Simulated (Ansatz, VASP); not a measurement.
**One calculation of Hf, two programs**

```
Hf
1.0
     0.00000    2.20313    2.20313
     2.20313    0.00000    2.20313
     2.20313    2.20313    0.00000
Hf
1
Direct
  0.00000 0.00000 0.00000
```

Alike in both runs: task single point; functional RPBE; k mesh 13 × 13 × 13; occupations fermi-dirac, width 0.1 eV; no spin polarisation.

|  | VASP | Ansatz |
| --- | --- | --- |
| version | VASP 6.6.1 | Ansatz 0.2.0 |
| potentials or method | VASP PAW PBE potentials, release 64 (Hf_pv), cutoff 520 eV | plane waves (420 eV) with PAW, scalar-relativistic |
| valence electrons in the cell | 10 | 26 |

```csv
,VASP,Ansatz,Ansatz less VASP
pressure (GPa),8.7,9.2,+0.50
```

VASP's potentials were made for PBE, not for RPBE. VASP's potentials hold 10 valence electrons a cell and Ansatz's 26, so a difference there can come from the potentials and not from the codes.

Spin-orbit coupling is off throughout.
